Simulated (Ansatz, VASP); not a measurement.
## Two plane-wave programs on ZnO

Contents of POSCAR:

```
ZnO
1.0
    2.6461709623      0.0000000000      0.0000000000
    0.0000000000      2.6461709623      0.0000000000
    0.0000000000      0.0000000000      2.6461709623
Zn O
1 1
Direct
    0.0000000000      0.0000000000      0.0000000000
    0.5000000000      0.5000000000      0.5000000000
```

File INCAR.step1:

```
PREC = Accurate
ENCUT = 660
ISMEAR = -1
SIGMA = 0.02
LREAL = F
LASPH = T
NELM = 120
NBANDS = 16
GGA = PE
ALGO = Normal
EDIFF = 1E-5
LWAVE = T
LCHARG = F
GGA_COMPAT = F
```

INCAR.step2

```
PREC = Accurate
ENCUT = 660
EDIFF = 1E-6
ISMEAR = -1
SIGMA = 0.02
LREAL = F
LASPH = T
NELM = 120
ALGO = Normal
ISIF = 2
LWAVE = F
LCHARG = F
METAGGA = R2SCAN
LMIXTAU = T
NBANDS = 16
ISTART = 1
GGA_COMPAT = F
```

KPOINTS

```
regular mesh
0
Gamma
  2 2 2
```

Input for Ansatz:

```yaml
crystal:
  lattice:
    - [2.6461709623, 0.0, 0.0]
    - [0.0, 2.6461709623, 0.0]
    - [0.0, 0.0, 2.6461709623]
  atoms:
    - { symbol: Zn, position: [0.0, 0.0, 0.0] }
    - { symbol: O, position: [0.5, 0.5, 0.5] }
kpoints:
  mp_grid: { grid: [2, 2, 2] }
hamiltonian:
  xc: r2scan
scf:
  occupations: { method: fermi_dirac, width: 0.02 }
  n_extra_bands: 4
output:
  forces: true
  stress: true
  eigenvalues: true
```

Alike in both runs: task single point; functional r2SCAN; k mesh 2 × 2 × 2; occupations fermi-dirac, width 0.02 eV; no spin polarisation.

|  | VASP | Ansatz |
| --- | --- | --- |
| version | VASP 6.6.1 | Ansatz 0.2.0 |
| potentials or method | VASP PAW PBE potentials, release 64 (Zn, O) | plane waves |
| plane-wave cutoff (eV) | 660 | 500 |
| valence electrons in the cell | 18 | 18 |

Ansatz gave:

- pressure (GPa): 21.4

Which values does VASP return?

Pressure (GPa): 22.3.

VASP's potentials were made for PBE, not for r2SCAN.

The k mesh is coarse, so the values compare programs but aren't converged.
